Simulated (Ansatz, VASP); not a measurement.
Au: VASP beside Ansatz

The input INCAR:

```
SYSTEM = Au
ALGO     = Fast           ! electronic algorithm
EDIFF    = 1E-7           ! SCF threshold, eV
ENCUT    = 520            ! plane-wave cutoff, eV
GGA      = PE             ! functional
ISIF     = 2              ! what is computed and relaxed
ISMEAR   = 0              ! smearing method
LASPH    = .TRUE.         ! aspherical terms in the spheres
LCHARG   = .TRUE.         ! write CHGCAR
LELF     = .TRUE.         ! ELF
LREAL    = .FALSE.        ! projectors in reciprocal space
LVHAR    = .TRUE.       
LWAVE    = .FALSE.        ! write WAVECAR
NBANDS   = 18             ! bands
NELM     = 100            ! most SCF steps
PREC     = Accurate       ! precision mode
SIGMA    = 0.15           ! smearing width, eV
```

KPOINTS

```
k-points
0
G
  18 18 10
  0 0 0
```

POSCAR

```
Au
1.0
    2.8999984104      0.0000000000      0.0000000000
   -1.4499992052      2.5114722944      0.0000000000
    0.0000000000      0.0000000000      4.8800000000
Au
2
Direct
    0.2948727925      0.6385115967      0.7500000000
    0.6666666667      0.3333333333      0.2500000000
```

Input for Ansatz:

```yaml
crystal:
  lattice:
    - [2.8999984104, 0.0, 0.0]
    - [-1.4499992052, 2.5114722944, 0.0]
    - [0.0, 0.0, 4.88]
  atoms:
    - { symbol: Au, position: [0.2948727925, 0.6385115967, 0.75] }
    - { symbol: Au, position: [0.6666666667, 0.3333333333, 0.25] }
basis:
  ecutwfc: 420
kpoints:
  mp_grid: { grid: [18, 18, 10] }
hamiltonian:
  xc: pbe
scf:
  occupations: { method: gaussian, width: 0.15 }
output:
  forces: true
  stress: true
  eigenvalues: true
  write_density: true
  write_potential: true
  elf: true
  volumetric_format: npy
```

Alike in both runs: task single point; functional PBE; k mesh 18 × 18 × 10; occupations gaussian, width 0.15 eV; no spin polarisation.

|  | VASP | Ansatz |
| --- | --- | --- |
| version | VASP 6.6.1 | Ansatz 0.2.0 |
| potentials or method | VASP PAW PBE potentials, release 64 (Au), cutoff 520 eV | scalar-relativistic, plane waves, PAW |
| valence electrons in the cell | 22 | 38 |

|  | VASP | Ansatz | Ansatz less VASP |
| --- | --- | --- | --- |
| gap on the k mesh at the Fermi level (eV) | none | none | - |
| pressure (GPa) | 1.8 | 2.0 | +0.24 |
| traceless stress, the component that is largest in VASP (GPa) | 0.20 | 0.20 | -0.004 |
| rms of the force components (eV/Å) | 0.032 | 0.032 | 0.0000 |

Atom by atom the forces differ by 0.000 eV/Å (rms over components). A gap of «none» marks a metal or a gap that the smearing closes. VASP's potentials hold 22 valence electrons a cell and Ansatz's 38, so a difference there can come from the potentials and not from the codes.

Spin-orbit coupling is off throughout.
